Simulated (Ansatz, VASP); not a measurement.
## In: VASP and Ansatz over several settings

```xyz
1
Lattice="-1.6255 1.6255 2.4737 1.6255 -1.6255 2.4737 1.6255 1.6255 -2.4737" Properties=species:S:1:pos:R:3 pbc="T T T"
In    0.0000    0.0000    0.0000
```

Single points on this cell with VASP 6.6.1 and Ansatz 0.2.0. Each row is one pair of runs. Alike in all rows: spin: off; VASP's potentials, cutoff: VASP PAW PBE potentials, release 64 (In_d), 520 eV.

| level | k mesh | smearing | Ansatz's potentials, cutoff | gap on the k mesh at the Fermi level (eV), VASP | gap on the k mesh at the Fermi level (eV), Ansatz | pressure (GPa), VASP | pressure (GPa), Ansatz |
| --- | --- | --- | --- | --- | --- | --- | --- |
| RPBE | 11 × 11 × 11 | gaussian, width 0.02 eV | Ansatz PAW, 420 eV | none | none | 3.7 | 3.7 |
| PBE0 | 6 × 6 × 6 | fermi-dirac, width 0.05 eV | Ansatz PAW, 420 eV | none | none | 0.3 | 0.5 |
| r2SCAN50 | 6 × 6 × 6 | fermi-dirac, width 0.05 eV | Ansatz PAW, 500 eV | none | none | -1.2 | -2.1 |
| HF | 6 × 6 × 6 | fermi-dirac, width 0.05 eV | Ansatz PAW, 420 eV | none | none | 5.8 | 6.2 |

Pressure (GPa): the two programs differ by at most 0.91.

A gap of «none» marks a metal or a gap that the smearing closes.

The k mesh is coarse in some rows, so the values compare programs but aren't converged.
